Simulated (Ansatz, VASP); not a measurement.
## CsRe2 in VASP and in Ansatz

```
Cs Re
1.0
     0.00000    3.31123    3.31123
     3.31123    0.00000    3.31123
     3.31123    3.31123    0.00000
Cs Re
1 2
Cartesian
  0.0000 0.0000 0.0000
  1.6556 1.6556 1.6556
  4.9668 4.9668 4.9668
```

Alike in both runs: task relaxation of cell and atoms; functional PBE; k mesh 4 × 4 × 4; occupations gaussian, width 0.1 eV; no spin polarisation.

|  | VASP | Ansatz |
| --- | --- | --- |
| version | VASP 6.6.1 | Ansatz 0.2.0 |
| potentials or method | VASP PAW PBE potentials, release 64 (Cs_sv, Re_sv_GW), cutoff 560 eV | scalar-relativistic, plane waves, PAW |
| valence electrons in the cell | 39 | 39 |

|  | VASP | Ansatz | Ansatz less VASP |
| --- | --- | --- | --- |
| gap on the k mesh at the Fermi level, each at its own relaxed structure (eV) | none | none | - |
| relaxed volume (Å³/atom) | 21.11 | 20.24 | -0.864 |
| relaxed length of the cell vector where the two differ most in proportion (Å) | 4.474 | 4.412 | -0.0619 |

A gap of «none» marks a metal or a gap that the smearing closes.

The k mesh is coarse, so the values compare programs but aren't converged. Neither program's run includes spin-orbit coupling.
